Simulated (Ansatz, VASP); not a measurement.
This is a calculation of Ag for Ansatz 0.2.0.

File input.yaml:

```yaml
crystal:
  lattice:
    - [2.9874655697, 0.0, 0.0]
    - [-1.4937327848, 2.5872210763, 0.0]
    - [0.0, 0.0, 4.8839454194]
  atoms:
    - { symbol: Ag, position: [0.6666666667, 0.3333333333, 0.75] }
    - { symbol: Ag, position: [0.3333333333, 0.6666666667, 0.25] }
kpoints:
  mp_grid: { grid: [10, 10, 6] }
scf:
  occupations: { method: fermi_dirac, width: 0.05 }
hamiltonian:
  xc: lda
  pseudopotentials: { kind: all_electron, lapw: { basis_error: 0.001 } }
output:
  forces: true
  stress: true
  eigenvalues: true
```

Potentials or basis: all-electron LAPW, scalar-relativistic.

Command:

```console
$ ansatz run input.yaml --threads 1 --pin off --max-ram 3072MiB --backend cpu --events-out ev --progress --plain --runs-dir out
```

Q: Set up the same calculation for VASP 6.6.1. Potentials there: VASP PAW LDA potentials, release 64 (Ag).

A: As run (the cutoff follows the program's own potentials):

INCAR

```
SYSTEM = Ag
  ALGO = Normal
  EDIFF = 1E-6
  ENCUT = 520
  ISIF = 2
  ISMEAR = -1
  LASPH = .True.
  LCHARG = .False.
  LREAL = .False.
  LWAVE = .False.
  NBANDS = 18
  NELM = 100
  PREC = Accurate
  SIGMA = 0.05
```

The input KPOINTS:

```
k-points
0
Gamma
  10 10 6
  0 0 0
```

File POSCAR:

```
Ag
1.0
    2.9874655697      0.0000000000      0.0000000000
   -1.4937327848      2.5872210763      0.0000000000
    0.0000000000      0.0000000000      4.8839454194
Ag
2
Direct
    0.6666666667      0.3333333333      0.7500000000
    0.3333333333      0.6666666667      0.2500000000
```

Potentials or basis: VASP PAW LDA potentials, release 64 (Ag).

Launch:

```console
$ cat potpaw_LDA.64/Ag/POTCAR > POTCAR
$ mpirun -np 1 vasp_std > vasp.out
```

Both were run:

|  | VASP | Ansatz | Ansatz less VASP |
| --- | --- | --- | --- |
| gap on the k mesh at the Fermi level (eV) | none | none | - |
| pressure (GPa) | -13.8 | -14.0 | -0.17 |
| traceless stress, the component that is largest in VASP (GPa) | -0.41 | -0.41 | +0.005 |

LDA's correlation is that of Perdew and Zunger in VASP and of Perdew and Wang (1992) in Ansatz. A gap of «none» marks a metal or a gap that the smearing closes. Ansatz ran all-electron here, and VASP with PAW potentials.
